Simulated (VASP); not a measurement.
Crystal: CdSe.

```
CELL_PARAMETERS angstrom
4.30000 0.00000 0.00000
-2.15000 3.72391 0.00000
0.00000 0.00000 7.02000
ATOMIC_POSITIONS crystal
Cd 0.33333 0.66667 0.00000
Cd 0.66667 0.33333 0.50000
Se 0.33333 0.66667 0.38500
Se 0.66667 0.33333 0.88500
```

| Quantity | Value |
| --- | --- |
| Program | VASP 6.6.1 |
| Task | relaxation of the atoms |
| Functional | PBE |
| Potentials or basis | VASP PAW PBE potentials, release 64 (Cd, Se) |
| Cutoff | 520 eV |
| k mesh | 12 × 12 × 4 |
| Occupations | fermi-dirac, width 0.05 eV |
| Spin | no spin polarisation |

At the start: pressure 3.3 GPa; volume 28.10 Å³/atom.

Task: Where does the relaxation end?

Result: Over 3 steps the energy falls by 5.1 meV/atom; space group P6_3mc (No. 186, to 0.1 Å) before and after.

Step by step:
| step | energy change (eV) | largest force (eV/Å) | pressure (GPa) |
| --- | --- | --- | --- |
| 1 | 0.0000 | 0.2909 | 3.33 |
| 2 | -0.0132 | 0.1782 | 3.28 |
| 3 | -0.0203 | 0.0058 | 3.24 |

Final structure:
```yaml
crystal:
  lattice:
    - [4.30000, 0.00000, 0.00000]
    - [-2.15000, 3.72391, 0.00000]
    - [0.00000, 0.00000, 7.02000]
  atoms:
    - { symbol: Cd, position: [0.33333, 0.66667, 0.00482] }
    - { symbol: Cd, position: [0.66667, 0.33333, 0.50482] }
    - { symbol: Se, position: [0.33333, 0.66667, 0.38018] }
    - { symbol: Se, position: [0.66667, 0.33333, 0.88018] }
```
